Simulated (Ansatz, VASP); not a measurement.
Rb: VASP beside Ansatz

```
Rb
1.0
    -2.43855    2.43855    3.28814
     2.43855   -2.43855    3.28814
     2.43855    2.43855   -3.28814
Rb
1
Direct
  0.00000 0.00000 0.00000
```

Alike in both runs: task single point; functional LDA; k mesh 14 × 14 × 14; occupations gaussian, width 0.15 eV; no spin polarisation.

```csv
,VASP,Ansatz
version,VASP 6.6.1,Ansatz 0.2.0
potentials or method,"VASP PAW LDA potentials, release 64 (Rb_sv), cutoff 520 eV","scalar-relativistic, plane waves, PAW"
valence electrons in the cell,9,9
```

|  | VASP | Ansatz | Ansatz less VASP |
| --- | --- | --- | --- |
| gap on the k mesh at the Fermi level (eV) | none | none | - |
| pressure (GPa) | 0.0 | 0.0 | 0.00 |

LDA's correlation is that of Perdew and Zunger in VASP and of Perdew and Wang (1992) in Ansatz. A gap of «none» marks a metal or a gap that the smearing closes.
